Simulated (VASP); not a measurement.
A run of VASP 6.6.1 is set up as follows.

File INCAR:

```
  PREC = Accurate
  ENCUT = 600
  EDIFF = 1E-6
  ISMEAR = -1
  SIGMA = 0.03
  LREAL = F
  LASPH = T
  NELM = 120
  ALGO = Normal
  ISIF = 2
  LWAVE = F
  LCHARG = T
  GGA = PE
  LELF = T
  LVHAR = T
  NBANDS = 9
  GGA_COMPAT = F
```

KPOINTS

```
regular mesh
0
Gamma
  16 16 16
```

Contents of POSCAR:

```
O
1.0
    0.0000000000      1.5863868670      1.5863868670
    1.5863868670      0.0000000000      1.5863868670
    1.5863868670      1.5863868670      0.0000000000
O
1
Direct
    0.0000000000      0.0000000000      0.0000000000
```

Potentials or basis: VASP PAW PBE potentials, release 64 (O).

Run with:

```bash
$ cat potpaw_PBE.64/O/POTCAR > POTCAR
$ mpirun -np 1 vasp_std > vasp.out
```

Task: Predict the pressure.

Result: -0.5 GPa.

Task: What does it give for the band gap on the k mesh?

Result: Zero (bands 3 and 4 overlap by 3.35 eV).
